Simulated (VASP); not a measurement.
# AlSi62 (a cell with a defect) in VASP: notebook

The runs below take AlSi62 (a cell with a defect) through single point, with PBE.

Everything below comes from runs of VASP 6.6.1. Logs are shortened: lines on timing, memory, paths and dates and some standing lists are left out, and cuts for length are marked.

### Step 1. The cell of the first run

The cell holds a defect, 63 atoms: a = 10.860 Å, b = 10.860 Å, c = 10.860 Å, α = 90.00°, β = 90.00°, γ = 90.00°.

### Step 2. Single point, PBE

The input, INCAR:

```
ALGO = Normal
EDIFF = 1E-6
ENCUT = 520
GGA = PE
ISIF = 2
ISMEAR = -1
LASPH = True
LCHARG = False
LREAL = Auto
LWAVE = False
NBANDS = 162
NELECT = 250.0
NELM = 60
PREC = Accurate
SIGMA = 0.02
```

The input, KPOINTS:

```
k-points
0
Gamma
  1 1 1
```

The input, POSCAR:

```
AlSi62
1.0
   10.8600000000      0.0000000000      0.0000000000
    0.0000000000     10.8600000000      0.0000000000
    0.0000000000      0.0000000000     10.8600000000
Si Al
62 1
Direct
    0.5030337742     -0.0000702237     -0.0014129422
    0.6247122566      0.1270012968      0.1252105691
    0.7511637332      0.2489314304     -0.0013179259
    0.8730787960      0.3753994377      0.1252364536
    0.7513253371     -0.0001645654      0.2467805172
    0.8775558832      0.1224915194      0.3742682736
    0.0027067471     -0.0025848787     -0.0044772496
    0.1242421285      0.1239713029      0.1227980821
    0.2515354896      0.2502874743      0.0001008782
    0.3729500346      0.3817482714      0.1315202248
    0.4995909973      0.5005379828      0.0020145801
    0.6182739149      0.6271773620      0.1316085217
    0.7497274399      0.7484481955      0.0000249482
    0.8761421542      0.8757657846      0.1226800074
    0.2514716919     -0.0011594882      0.2476046873
    0.3761710554      0.1241461512      0.3737092496
    0.4996134644      0.2522405221      0.2503017222
    0.6183781324      0.3817283628      0.3769986999
    0.7478550772      0.5005310061      0.2503138625
    0.8760101667      0.6239495295      0.3736879214
    0.5022696886     -0.0011807192      0.4983686564
    0.6270392412      0.1239712231      0.6256231193
    0.7498403363      0.2501603361      0.4982420307
    0.8761466602      0.3729816974      0.6255170231
    0.7542859120     -0.0026179760      0.7471311067
    0.8762447273      0.1239017814      0.8735764582
    0.0001388597      0.4970358152     -0.0014097057
    0.1251659377      0.6241535932      0.1236751816
    0.2512610984      0.7488635897     -0.0016055562
    0.3759206762      0.8749540837      0.1237326303
    0.0002007894      0.2488242812      0.2468742956
    0.1251981208      0.3739845313      0.3739368519
    0.2492780200      0.5104351038      0.2601584015
    0.4896209267      0.7508678881      0.2602498926
    0.6261642172      0.8749496791      0.3739357950
    0.0091598269     -0.0090367319      0.4954301730
    0.1278940633      0.1205922145      0.6220192667
    0.2512950571      0.2486987113      0.4986177996
    0.3759185513      0.3740627466      0.6246980245
    0.4896532486      0.5105008911      0.5005445777
    0.6261265498      0.6242040270      0.6246791233
    0.7514901462      0.7488541737      0.4986004661
    0.8795542253      0.8722587539      0.6220593706
    0.2545384691     -0.0089318394      0.7408017314
    0.3756261449      0.1226976501      0.8723976662
    0.5030346164      0.2489100273      0.7496244843
    0.6247008419      0.3754624696      0.8767571832
    0.7512629027      0.4970357960      0.7495546795
    0.8774215321      0.6244403897      0.8723744055
    0.0013240532      0.7486268124      0.2475808288
    0.1378555886      0.8622893506      0.3717770471
    0.0013248868      0.4978778008      0.4983755299
    0.1377568811      0.6220289627      0.6121317397
    0.3780691238      0.8623170169      0.6120156949
    0.0027549840      0.2458310034      0.7471159996
    0.1242826681      0.3730295860      0.8737680572
    0.2514599223      0.4978844336      0.7486239323
    0.3762003731      0.6239636464      0.8738982270
    0.5022402221      0.7486467860      0.7485237972
    0.6270450519      0.8758431290      0.8737250483
    0.0090328814      0.7455983842      0.7408557970
    0.1278556276      0.8722942690      0.8703304994
    0.3138741741      0.6862943578      0.4360305880
```

Potentials or basis: VASP PAW PBE potentials, release 64 (Si, Al).

Run with:

```console
> cat potpaw_PBE.64/Si/POTCAR potpaw_PBE.64/Al/POTCAR > POTCAR
> mpirun -np 1 vasp_gam > vasp.out
```

OUTCAR:

```text
EDIFF = 1E-6
   ENCUT = 520
   GGA = PE
   ISIF = 2
   ISMEAR = -1
   LASPH = True
   LREAL = Auto
   NELECT = 250.0
   NELM = 60
   PREC = Accurate

 ion  position               nearest neighbor table
   1  0.503  1.000  0.999-  60 2.34   2 2.35  45 2.36  30 2.37
   2  0.625  0.127  0.125-   3 2.35   5 2.35  17 2.35   1 2.35
   3  0.751  0.249  0.999-   2 2.35  47 2.35   4 2.35  26 2.35
   4  0.873  0.375  0.125-   3 2.35  31 2.35  27 2.35  19 2.35
   5  0.751  1.000  0.247-  14 2.34   2 2.35   6 2.36  35 2.37
   6  0.878  0.122  0.374-  31 2.36   5 2.36  23 2.38  36 2.41
[... 54 lines left out ...]
  61  0.009  0.746  0.741-  43 2.35  62 2.35  53 2.39  49 2.41
  62  0.128  0.872  0.870-  29 2.35  44 2.35  61 2.35   7 2.35
  63  0.314  0.686  0.436-  34 2.79  40 2.79  33 2.79  54 2.79  51 2.79  53 2.79

  LATTYP: Found a simple cubic cell.
 ALAT       =    10.8600000000

  Lattice vectors:

 A1 = (  10.8600000000,   0.0000000000,   0.0000000000)
 A2 = (   0.0000000000,  10.8600000000,   0.0000000000)
 A3 = (   0.0000000000,   0.0000000000,  10.8600000000)

Analysis of symmetry for initial positions (statically):
=====================================================================
 Subroutine PRICEL returns:
 Original cell was already a primitive cell.

 Routine SETGRP: Setting up the symmetry group for a
 simple cubic supercell.

 Subroutine GETGRP returns: Found  1 space group operations
 (whereof  1 operations were pure point group operations)
 out of a pool of 48 trial point group operations.

The static configuration has the point symmetry C_1 .

Analysis of symmetry for dynamics (positions and initial velocities):
=====================================================================
 Subroutine PRICEL returns:
 Original cell was already a primitive cell.

 Routine SETGRP: Setting up the symmetry group for a
 simple cubic supercell.

 Subroutine GETGRP returns: Found  1 space group operations
 (whereof  1 operations were pure point group operations)
 out of a pool of 48 trial point group operations.

The dynamic configuration has the point symmetry C_1 .

 Subroutine INISYM returns: Found  1 space group operations
 (whereof  1 operations are pure point group operations),
 and found     1 'primitive' translations

----------------------------------------------------------------------------------------
[... 194 lines left out ...]
   NSW    =      0    number of steps for IOM
   IBRION =     -1    ionic relax: 0-MD 1-quasi-New 2-CG
   NFREE  =      0    steps in history (QN), initial steepest desc. (CG)
   ISIF   =      2    stress and relaxation
   ISYM   =      2    0-nonsym 1-usesym 2-fastsym
   POTIM  = 0.5000    time-step for ionic-motion
   TEBEG  =    0.0;   TEEND  =   0.0 temperature during run
   PSTRESS=    0.0 pullay stress
   NELECT =     250.0000    total number of electrons
   NUPDOWN=      -1.0000    fix difference up-down
   EMIN   =  10.00;   EMAX   =-10.00  energy-range for DOS
   EFERMI =   0.00;   METHOD = LEGACY
   ISMEAR =    -1;   SIGMA  =   0.02  broadening in eV -4-tet -1-fermi 0-gaus
   EFERMI_NEDOS =   21; number of points for ismear=-14 and -15
   IALGO  =     38    algorithm
   IMIX   =      4    mixing-type and parameters
     AMIX     =   0.40;   BMIX     =  1.00
     AMIX_MAG =   1.60;   BMIX_MAG =  1.00
  volume/ion in A,a.u.               =      20.33       137.20
  Fermi-wavevector in a.u.,A,eV,Ry     =   0.949639  1.794557 12.269916  0.901813
  Thomas-Fermi vector in A             =   2.077940
   LORBIT       =      0    0 simple, 1 ext, 2 COOP (PROOUT), +10 PAW based schemes
   GGA     = PE    functional components
   LHFCALC =     F    Hartree Fock is set to
   AEXX    =    0.0000 exact exchange contribution
   IVDW    =     0    specifies the selected vdW correction
   LEPSILON=     F    determine dielectric tensor
   LRPA    =     F    only Hartree local field effects (RPA)
 non-spin polarized calculation
  energy-cutoff  :      520.00
  volume of cell :     1280.82
 maximum number of plane-waves:     17229
 NGX is ok and might be reduce to    84
   NGX = 41   NGY = 41   NGZ = 41

 number of electron     249.9999996 magnetization

 Free energy of the ion-electron system (eV)
  ---------------------------------------------------
  ext. energy  EPLUGINS =         0.00000000
  ---------------------------------------------------
  free energy    TOTEN  =      -337.26118684 eV

  energy without entropy =     -337.26118676  energy(sigma->0) =     -337.26118680

 E-fermi :   5.8595     XC(G=0):  -9.3261

 val. band max:        5.5260634101   @ k =   0.0000   0.0000   0.0000
 cond. band min:       6.2065751353   @ k =   0.0000   0.0000   0.0000
 fundamental gap:      0.6805117252
 Fermi energy:         5.8595280167

 k-point     1 :       0.0000    0.0000    0.0000
  band No.  band energies     occupation
      1      -6.1642      2.00000
      2      -5.1293      2.00000
      3      -5.1291      2.00000
      4      -5.1043      2.00000
      5      -5.1042      2.00000
      6      -5.0623      2.00000
[... 129 lines left out ...]
    136       6.9257      0.00000
    137       6.9324      0.00000
 [bands above 137 left out]

------------------------ aborting loop because EDIFF is reached ----------------------------------------

  FORCE on cell =-STRESS in cart. coord.  units (eV):
  Direction    XX          YY          ZZ          XY          YZ          ZX
  --------------------------------------------------------------------------------------
  -------------------------------------------------------------------------------------
  Total        0.3912700      0.3957684      0.3902309      2.5030108     -2.5281651      2.5157621
  in kB        0.4894380      0.4950649      0.4881381      3.1310055     -3.1624709      3.1469561
  external PRESSURE =       0.4908804 kB  Pullay stress =       0.0000000 kB

 VOLUME and BASIS-vectors are now :
 -----------------------------------------------------------------------------
  energy-cutoff  :      520.00
  volume of cell :     1280.82
      direct lattice vectors                 reciprocal lattice vectors
    10.860000000  0.000000000  0.000000000     0.092081031  0.000000000  0.000000000
     0.000000000 10.860000000  0.000000000     0.000000000  0.092081031  0.000000000
     0.000000000  0.000000000 10.860000000     0.000000000  0.000000000  0.092081031

 POSITION                                       TOTAL-FORCE (eV/Angst)
 -----------------------------------------------------------------------------------
      5.46295     10.85924     10.84466         0.004576     -0.001909     -0.000112
      6.78438      1.37923      1.35979        -0.003365      0.000589      0.000513
      8.15764      2.70340     10.84569         0.003035     -0.000135     -0.001146
      9.48164      4.07684      1.36007        -0.004006      0.003468      0.000096
      8.15939     10.85821      2.68004         0.002571     -0.001368     -0.004891
      9.53026      1.33026      4.06455        -0.003818      0.004010      0.000456
[... 55 lines left out ...]
      1.38851      9.47312      9.45179        -0.003160      0.003523     -0.000596
      3.40867      7.45316      4.73529        -0.002408     -0.001392     -0.001155
 -----------------------------------------------------------------------------------
    total drift:                                0.021841     -0.024754     -0.023879

  FREE ENERGIE OF THE ION-ELECTRON SYSTEM (eV)
  ---------------------------------------------------
  free  energy   TOTEN  =      -337.2611868398 eV

  energy  without entropy=     -337.2611867570  energy(sigma->0) =     -337.26118680
```

It took 7.1 min on 1 thread of AMD EPYC 7R43 (Zen 3), shared host; peak memory 1 GiB.

What came out:

- Free energy: -337.2612 eV
- Largest force: 0.011 eV/Å

Forces in eV/Å, atoms in the order of the input:
```
Si   0.005 -0.002  0.000
Si  -0.003  0.001  0.001
Si   0.003  0.000 -0.001
Si  -0.004  0.003  0.000
Si   0.003 -0.001 -0.005
Si  -0.004  0.004  0.000
Si   0.004 -0.004  0.001
Si  -0.008 -0.001 -0.001
Si   0.009 -0.001 -0.005
Si   0.003  0.002  0.003
Si  -0.002  0.001 -0.004
Si   0.000 -0.004 -0.001
Si   0.004 -0.002 -0.001
Si  -0.001  0.007  0.002
Si   0.008 -0.002  0.001
Si  -0.001 -0.001 -0.001
Si  -0.002 -0.003  0.002
Si  -0.003  0.004 -0.007
Si   0.003  0.001  0.003
Si   0.000  0.002  0.001
Si  -0.001 -0.002 -0.005
Si   0.004 -0.001  0.003
Si   0.004  0.000  0.001
Si   0.000 -0.001  0.006
Si   0.001 -0.003 -0.001
Si  -0.004  0.001  0.003
Si   0.005 -0.004 -0.001
Si  -0.002  0.005  0.000
Si   0.003 -0.003  0.003
Si  -0.004  0.003 -0.003
Si   0.003 -0.003 -0.005
Si  -0.002 -0.001  0.002
Si  -0.004  0.000  0.001
Si   0.002  0.003  0.000
Si   0.002  0.002  0.002
Si  -0.003  0.004  0.001
Si  -0.003  0.000  0.004
Si   0.001  0.000 -0.003
Si  -0.002 -0.003  0.001
Si   0.001 -0.003  0.006
Si   0.003  0.003 -0.002
Si  -0.002 -0.002 -0.001
Si  -0.003  0.003  0.002
Si  -0.003  0.001  0.002
Si  -0.003  0.000  0.002
Si   0.002 -0.002  0.002
Si  -0.003  0.001  0.002
Si   0.003 -0.003  0.001
Si  -0.003  0.002  0.001
Si   0.002 -0.006  0.000
Si  -0.005  0.002 -0.006
Si   0.001 -0.001 -0.006
Si  -0.002 -0.003  0.003
Si   0.004  0.004  0.006
Si   0.004 -0.001 -0.003
Si  -0.010 -0.002 -0.002
Si   0.008  0.001 -0.003
Si  -0.003  0.002 -0.001
Si  -0.001 -0.005  0.001
Si   0.003  0.004 -0.001
Si   0.000  0.004  0.003
Si  -0.003  0.004 -0.001
Al  -0.002 -0.001 -0.001
```

Levels at points of the mesh, in eV from the Fermi level:
```
           k point  band 122  band 123  band 124  band 125  band 126  band 127  band 128  band 129
(0.00, 0.00, 0.00)     -0.74     -0.61     -0.61     -0.33      0.35      0.35      0.58      0.58
```

Caveat: the k points lie up to 0.58 Å⁻¹ apart; the cell carries a net charge on a neutralising background, which shifts energy and pressure; the cell is charged against a uniform background, so pressure and absolute levels hang on convention.

[end of part 1 of 2]
